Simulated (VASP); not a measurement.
# WS2 (P-3m1) in VASP: a series of runs, part 2 of 2

VASP 6.6.1.

## 4. Single point, PBE

File INCAR:

```
  PREC = Accurate
  ENCUT = 500
  EDIFF = 1E-6
  ISMEAR = -1
  SIGMA = 0.02
  LREAL = F
  LASPH = T
  NELM = 120
  ALGO = Normal
  ISIF = 2
  LWAVE = F
  LCHARG = F
  GGA = PE
  NBANDS = 20
  GGA_COMPAT = F
```

File KPOINTS:

```
Automatic mesh
0
Gamma
  2 2 2
```

File POSCAR:

```
WS2
1.0
    3.2287644061      0.0000000000      0.0000000000
   -1.6143822031      2.7961919985      0.0000000000
    0.0000000000      0.0000000000      5.9936451124
W S
1 2
Direct
    0.0000000000      0.0000000000      0.0000000000
    0.3333333333      0.6666666667      0.2566832689
    0.6666666667      0.3333333333      0.7433167311
```

Potentials or basis: VASP PAW PBE potentials, release 64 (W_sv, S).

Launch:

```bash
cat potpaw_PBE.64/W_sv/POTCAR potpaw_PBE.64/S/POTCAR > POTCAR
mpirun -np 1 vasp_std > vasp.out
```

OUTCAR:

```text
PREC = Accurate
   ENCUT = 500
   EDIFF = 1E-6
   ISMEAR = -1
   LREAL = F
   LASPH = T
   NELM = 120
   ISIF = 2
   GGA = PE

 ion  position               nearest neighbor table
   1  0.000  0.000  0.000-   2 2.42   3 2.42   3 2.42   2 2.42   3 2.42   2 2.42
   2  0.333  0.667  0.257-   1 2.42   1 2.42   1 2.42
   3  0.667  0.333  0.743-   1 2.42   1 2.42   1 2.42

  LATTYP: Found a hexagonal cell.
 ALAT       =     3.2287644061
 C/A-ratio  =     1.8563277956

  Lattice vectors:

 A1 = (   3.2287644061,   0.0000000000,   0.0000000000)
 A2 = (  -1.6143822031,   2.7961919985,   0.0000000000)
 A3 = (   0.0000000000,   0.0000000000,   5.9936451124)

Analysis of symmetry for initial positions (statically):
=====================================================================
 Subroutine PRICEL returns:
 Original cell was already a primitive cell.

 Routine SETGRP: Setting up the symmetry group for a
 hexagonal supercell.

 Subroutine GETGRP returns: Found 12 space group operations
 (whereof 12 operations were pure point group operations)
 out of a pool of 24 trial point group operations.

The static configuration has the point symmetry D_3d.

Analysis of symmetry for dynamics (positions and initial velocities):
=====================================================================
 Subroutine PRICEL returns:
 Original cell was already a primitive cell.

 Routine SETGRP: Setting up the symmetry group for a
 hexagonal supercell.

 Subroutine GETGRP returns: Found 12 space group operations
 (whereof 12 operations were pure point group operations)
 out of a pool of 24 trial point group operations.

The dynamic configuration has the point symmetry D_3d.

 Subroutine INISYM returns: Found 12 space group operations
 (whereof 12 operations are pure point group operations),
 and found     1 'primitive' translations

----------------------------------------------------------------------------------------

                                     Primitive cell

  volume of cell :      54.1121

  direct lattice vectors                    reciprocal lattice vectors
     3.228764406  0.000000000  0.000000000     0.309716001  0.178814617  0.000000000
    -1.614382203  2.796191998  0.000000000     0.000000000  0.357629233  0.000000000
     0.000000000  0.000000000  5.993645112     0.000000000  0.000000000  0.166843378

  length of vectors
     3.228764406  3.228764406  5.993645112     0.357629233  0.357629233  0.166843378

  position of ions in fractional coordinates (direct lattice)
     0.000000000  0.000000000  0.000000000
     0.333333333  0.666666667  0.256683269
     0.666666667  0.333333333  0.743316731

  ion indices of the primitive-cell ions
   primitive index   ion index
                 1           1
                 2           2
                 3           3

----------------------------------------------------------------------------------------

 KPOINTS: Automatic mesh

Automatic generation of k-mesh.
 Grid dimensions read from file:
 generate k-points for:    2    2    2

 Generating k-lattice:

  Cartesian coordinates                     Fractional coordinates (reciprocal lattice)
     0.154858000  0.089407308  0.000000000     0.500000000  0.000000000  0.000000000
     0.000000000  0.178814617  0.000000000     0.000000000  0.500000000  0.000000000
     0.000000000  0.000000000  0.083421689     0.000000000  0.000000000  0.500000000

  Length of vectors
     0.178814617  0.178814617  0.083421689

  Shift w.r.t. Gamma in fractional coordinates (k-lattice)
     0.000000000  0.000000000  0.000000000

 Subroutine IBZKPT returns following result:
 ===========================================

 Found      4 irreducible k-points:

 Following reciprocal coordinates:
            Coordinates               Weight
  0.000000  0.000000  0.000000      1.000000
  0.500000  0.000000  0.000000      3.000000
  0.000000  0.000000  0.500000      1.000000
  0.500000  0.000000  0.500000      3.000000
   k-points           NKPTS =      4   k-points in BZ     NKDIM =      4   number of bands    NBANDS=     20
   number of dos      NEDOS =    301   number of ions     NIONS =      3
   total plane-waves  NPLWV =  27648
   dimension x,y,z NGX =    24 NGY =   24 NGZ =   48
   dimension x,y,z NGXF=    48 NGYF=   48 NGZF=   96
   ions per type =               1   2
   NGX,Y,Z   is equivalent  to a cutoff of  12.36, 12.36, 13.31 a.u.
   NGXF,Y,Z  is equivalent  to a cutoff of  24.71, 24.71, 26.63 a.u.
 SYSTEM =  unknown system
   PREC   = accura    normal or accurate (medium, high low for compatibility)
   ISTART =      0    job   : 0-new  1-cont  2-samecut
   ICHARG =      2    charge: 1-file 2-atom 10-const
   ISPIN  =      1    spin polarized calculation?
   LNONCOLLINEAR =      F non collinear calculations
   LSORBIT =      F    spin-orbit coupling
   LASPH  =      T    aspherical Exc in radial PAW
   ENCUT  =  500.0 eV  36.75 Ry    6.06 a.u.   5.89  5.89 10.93*2*pi/ulx,y,z
   NELM   =    120;   NELMIN=  2; NELMDL= -5     # of ELM steps
   EDIFF  = 0.1E-05   stopping-criterion for ELM
   LREAL  =      F    real-space projection
   EDIFFG = 0.1E-04   stopping-criterion for IOM
   NSW    =      0    number of steps for IOM
   IBRION =     -1    ionic relax: 0-MD 1-quasi-New 2-CG
   NFREE  =      0    steps in history (QN), initial steepest desc. (CG)
   ISIF   =      2    stress and relaxation
   ISYM   =      2    0-nonsym 1-usesym 2-fastsym
   POTIM  = 0.5000    time-step for ionic-motion
   TEBEG  =    0.0;   TEEND  =   0.0 temperature during run
   PSTRESS=    0.0 pullay stress
   NELECT =      26.0000    total number of electrons
   NUPDOWN=      -1.0000    fix difference up-down
   EMIN   =  10.00;   EMAX   =-10.00  energy-range for DOS
   EFERMI =   0.00;   METHOD = LEGACY
   ISMEAR =    -1;   SIGMA  =   0.02  broadening in eV -4-tet -1-fermi 0-gaus
   EFERMI_NEDOS =   21; number of points for ismear=-14 and -15
   IALGO  =     38    algorithm
   IMIX   =      4    mixing-type and parameters
     AMIX     =   0.40;   BMIX     =  1.00
     AMIX_MAG =   1.60;   BMIX_MAG =  1.00
  volume/ion in A,a.u.               =      18.04       121.72
  Fermi-wavevector in a.u.,A,eV,Ry     =   1.282236  2.423074 22.369721  1.644128
  Thomas-Fermi vector in A             =   2.414559
   LORBIT       =      0    0 simple, 1 ext, 2 COOP (PROOUT), +10 PAW based schemes
   GGA     = PE    functional components
   LHFCALC =     F    Hartree Fock is set to
   AEXX    =    0.0000 exact exchange contribution
   IVDW    =     0    specifies the selected vdW correction
   LEPSILON=     F    determine dielectric tensor
   LRPA    =     F    only Hartree local field effects (RPA)
 non-spin polarized calculation
  energy-cutoff  :      500.00
  volume of cell :       54.11
 maximum number of plane-waves:      1392
 NGX is ok and might be reduce to    24
   NGX = 11   NGY = 11   NGZ = 21

 number of electron      26.0000002 magnetization

 Free energy of the ion-electron system (eV)
  ---------------------------------------------------
  ext. energy  EPLUGINS =         0.00000000
  ---------------------------------------------------
  free energy    TOTEN  =       -21.83141807 eV

  energy without entropy =      -21.81826070  energy(sigma->0) =      -21.82483938

 E-fermi :   6.7703     XC(G=0): -10.8783

 val. band max:        6.7496119275   @ k =   0.0000   0.0000   0.5000
 cond. band min:       6.8833900367   @ k =   0.0000   0.0000   0.0000
 fundamental gap:      0.1337781092
 Fermi energy:         6.7703184636

 k-point     1 :       0.0000    0.0000    0.0000
  band No.  band energies     occupation
      1     -67.2747      2.00000
      2     -31.4848      2.00000
      3     -31.4848      2.00000
      4     -31.3540      2.00000
      5      -8.0884      2.00000
      6      -6.1268      2.00000
[... 12 lines left out ...]
     19      13.1771      0.00000
     20      16.6205      0.00000

 k-point     2 :       0.5000    0.0000    0.0000
  band No.  band energies     occupation
      1     -67.2609      2.00000
      2     -31.7748      2.00000
      3     -31.5537      2.00000
      4     -31.2996      2.00000
      5      -6.1601      2.00000
      6      -5.4873      2.00000
[... 12 lines left out ...]
     19      14.2685      0.00000
     20      15.8368      0.00000

 k-point     3 :       0.0000    0.0000    0.5000
  band No.  band energies     occupation
      1     -67.2747      2.00000
      2     -31.4848      2.00000
      3     -31.4848      2.00000
      4     -31.3541      2.00000
      5      -7.8040      2.00000
      6      -6.6411      2.00000
[... 12 lines left out ...]
     19      14.5636      0.00000
     20      16.7995      0.00000

 k-point     4 :       0.5000    0.0000    0.5000
  band No.  band energies     occupation
      1     -67.2609      2.00000
      2     -31.7748      2.00000
      3     -31.5537      2.00000
      4     -31.2996      2.00000
      5      -6.2631      2.00000
      6      -5.3325      2.00000
[... 12 lines left out ...]
     19      13.3785      0.00000
     20      13.7446      0.00000

------------------------ aborting loop because EDIFF is reached ----------------------------------------

  FORCE on cell =-STRESS in cart. coord.  units (eV):
  Direction    XX          YY          ZZ          XY          YZ          ZX
  --------------------------------------------------------------------------------------
  -------------------------------------------------------------------------------------
  Total        0.6357223      0.6357223      2.6997756     -0.0000000      0.0000000      0.0000000
  in kB       18.8227752     18.8227752     79.9362695     -0.0000000      0.0000000      0.0000000
  external PRESSURE =      39.1939400 kB  Pullay stress =       0.0000000 kB

 VOLUME and BASIS-vectors are now :
 -----------------------------------------------------------------------------
  energy-cutoff  :      500.00
  volume of cell :       54.11
      direct lattice vectors                 reciprocal lattice vectors
     3.228764406  0.000000000  0.000000000     0.309716001  0.178814617  0.000000000
    -1.614382203  2.796191998  0.000000000     0.000000000  0.357629233  0.000000000
     0.000000000  0.000000000  5.993645112     0.000000000  0.000000000  0.166843378

 POSITION                                       TOTAL-FORCE (eV/Angst)
 -----------------------------------------------------------------------------------
      0.00000      0.00000      0.00000        -0.000000      0.000000      0.000000
     -0.00000      1.86413      1.53847        -0.000000      0.000000      0.380179
      1.61438      0.93206      4.45518         0.000000     -0.000000     -0.380179
 -----------------------------------------------------------------------------------
    total drift:                                0.000000      0.000000     -0.000000

  FREE ENERGIE OF THE ION-ELECTRON SYSTEM (eV)
  ---------------------------------------------------
  free  energy   TOTEN  =       -21.8314180685 eV

  energy  without entropy=      -21.8182607012  energy(sigma->0) =      -21.82483938
```

Wall time 11 s (1 thread of AMD EPYC 7R13, shared host); peak memory 0.13 GiB.

What came out:

```yaml
Free_energy: -21.8314 eV
Pressure: 3.9 GPa
Largest_force: 0.380 eV/Å
Band_gap_on_the_k_mesh: zero (filled and empty bands touch)
```

Forces in eV/Å, atoms in the order of the input:
```
W    0.000  0.000  0.000
S    0.000  0.000  0.380
S    0.000  0.000 -0.380
```

Caveat: the k points lie up to 1.12 Å⁻¹ apart; spin-orbit coupling is left out, which moves the levels of the heavy elements; this functional lacks dispersion, which binds the layers, so the pressure and a relaxed spacing across them are unreliable.

## 5. Single point, PBE

File INCAR:

```
SYSTEM = WS2
  PREC = Accurate
  ENCUT = 500
  EDIFF = 1E-6
  ISMEAR = 0
  SIGMA = 0.05
  LREAL = .False.
  LASPH = .True.
  NELM = 120
  ALGO = Normal
  ISIF = 2
  LWAVE = .False.
  LCHARG = .False.
  GGA = PE
  NBANDS = 20
  GGA_COMPAT = .False.
```

File KPOINTS:

```
Automatic mesh
0
Gamma
  6 6 4
  0 0 0
```

POSCAR is that of step 4.

Potentials or basis: VASP PAW PBE potentials, release 64 (W_sv, S).

Launch:

```bash
cat potpaw_PBE.64/W_sv/POTCAR potpaw_PBE.64/S/POTCAR > POTCAR
mpirun -np 1 vasp_std > vasp.out
```

OUTCAR:

```text
SYSTEM = WS2
   PREC = Accurate
   ENCUT = 500
   EDIFF = 1E-6
   ISMEAR = 0
   LREAL = .False.
   LASPH = .True.
   NELM = 120
   ISIF = 2
   GGA = PE

 ion  position               nearest neighbor table
   1  0.000  0.000  0.000-   2 2.42   3 2.42   3 2.42   2 2.42   3 2.42   2 2.42
   2  0.333  0.667  0.257-   1 2.42   1 2.42   1 2.42
   3  0.667  0.333  0.743-   1 2.42   1 2.42   1 2.42

  LATTYP: Found a hexagonal cell.
 ALAT       =     3.2287644061
 C/A-ratio  =     1.8563277956

  Lattice vectors:

 A1 = (   3.2287644061,   0.0000000000,   0.0000000000)
 A2 = (  -1.6143822031,   2.7961919985,   0.0000000000)
 A3 = (   0.0000000000,   0.0000000000,   5.9936451124)

Analysis of symmetry for initial positions (statically):
=====================================================================
 Subroutine PRICEL returns:
 Original cell was already a primitive cell.

 Routine SETGRP: Setting up the symmetry group for a
 hexagonal supercell.

 Subroutine GETGRP returns: Found 12 space group operations
 (whereof 12 operations were pure point group operations)
 out of a pool of 24 trial point group operations.

[... 160 lines left out ...]

  energy without entropy =      -22.77969886  energy(sigma->0) =      -22.78006695

 E-fermi :   7.4729     XC(G=0): -10.8907

 val. band max:        7.2529627619   @ k =   0.0000   0.0000   0.2500
 cond. band min:       7.5070835942   @ k =   0.1667   0.1667   0.5000
 fundamental gap:      0.2541208323
 Fermi energy:         7.4728795983

 k-point     1 :       0.0000    0.0000    0.0000
  band No.  band energies     occupation
      1     -67.4542      2.00000
      2     -31.6201      2.00000
      3     -31.6201      2.00000
      4     -31.5668      2.00000
      5      -8.1042      2.00000
      6      -6.1399      2.00000
[... 541 lines left out ...]
     19      14.9835      0.00000
     20      15.3823      0.00000

------------------------ aborting loop because EDIFF is reached ----------------------------------------

  FORCE on cell =-STRESS in cart. coord.  units (eV):
  Direction    XX          YY          ZZ          XY          YZ          ZX
  --------------------------------------------------------------------------------------
  -------------------------------------------------------------------------------------
  Total        0.6609344      0.6609344      1.7489336     -0.0000000      0.0000000      0.0000000
  in kB       19.5692670     19.5692670     51.7832769     -0.0000000      0.0000000      0.0000000
  external PRESSURE =      30.3072703 kB  Pullay stress =       0.0000000 kB

 VOLUME and BASIS-vectors are now :
 -----------------------------------------------------------------------------
  energy-cutoff  :      500.00
  volume of cell :       54.11
      direct lattice vectors                 reciprocal lattice vectors
     3.228764406  0.000000000  0.000000000     0.309716001  0.178814617  0.000000000
    -1.614382203  2.796191998  0.000000000     0.000000000  0.357629233  0.000000000
     0.000000000  0.000000000  5.993645112     0.000000000  0.000000000  0.166843378

 POSITION                                       TOTAL-FORCE (eV/Angst)
 -----------------------------------------------------------------------------------
      0.00000      0.00000      0.00000        -0.000000     -0.000000      0.000000
     -0.00000      1.86413      1.53847        -0.000000      0.000000      0.263840
      1.61438      0.93206      4.45518         0.000000     -0.000000     -0.263840
 -----------------------------------------------------------------------------------
    total drift:                                0.000000      0.000000      0.000000

  FREE ENERGIE OF THE ION-ELECTRON SYSTEM (eV)
  ---------------------------------------------------
  free  energy   TOTEN  =       -22.7804350277 eV

  energy  without entropy=      -22.7796988628  energy(sigma->0) =      -22.78006695
```

stdout:

```text
POSCAR found type information on POSCAR W S
 POSCAR found :  2 types and       3 ions
 scaLAPACK will be used
 LDA part: xc-table for (Slater+PW92), standard interpolation
 POSCAR, INCAR and KPOINTS ok, starting setup
 FFT: planning ... GRIDC
 FFT: planning ... GRID_SOFT
 FFT: planning ... GRID
 WAVECAR not read
 entering main loop
```

Run time: 30 s. Hardware: 1 thread of AMD EPYC 7R13, shared host; peak memory 0.15 GiB.

What came out:

```
Free energy            : -22.7804 eV
Pressure               : 3.0 GPa
Largest force          : 0.264 eV/Å
Band gap on the k mesh : zero (band 13 reaches 8.20 eV, above the bottom of band 14 at 6.75 eV)
```

Forces on the atoms (eV/Å):
```
W    0.000  0.000  0.000
S    0.000  0.000  0.264
S    0.000  0.000 -0.264
```

Caveat: the k points lie up to 0.37 Å⁻¹ apart; spin-orbit coupling is left out, which moves the levels of the heavy elements; this functional lacks dispersion, which binds the layers, so the pressure and a relaxed spacing across them are unreliable.

## 6. Overview

| level | k mesh | cutoff (eV) | smearing | grid for exact exchange (PRECFOCK) | screening parameter | share of exact exchange | gap on the mesh (eV) | pressure (GPa) | largest force (eV/Å) |
| --- | --- | --- | --- | --- | --- | --- | --- | --- | --- |
| HSE06 | 3 × 3 × 3 | 520 | fermi-dirac 0.02 eV | Normal | 0.2079 1/Å | - | none | -1.4 | 0.75 |
| PBE-based screened hybrid | 6 × 6 × 2 | 520 | fermi-dirac 0.02 eV | Normal | 0.2078 1/Å | 0.4 | none | -4.5 | 0.53 |
| PBE | 2 × 2 × 2 | 500 | fermi-dirac 0.02 eV | - | - | - | none | 3.9 | 0.38 |
| PBE | 6 × 6 × 4 | 500 | gaussian 0.05 eV | - | - | - | none | 3.0 | 0.26 |

Alike in all rows: task single point; potentials or basis VASP PAW PBE potentials, release 64 (W_sv, S); no spin polarisation; cell as given.

Caveats: all runs use coarse meshes; spin-orbit coupling is left out, which moves the levels of the heavy elements; this functional lacks dispersion, which binds the layers, so the pressure and a relaxed spacing across them are unreliable (some runs); the PAW data sets were made with another functional, which shifts forces and pressure a little (some runs).

Total energies depend on the potentials used, so only differences within one code and one set of settings carry meaning.
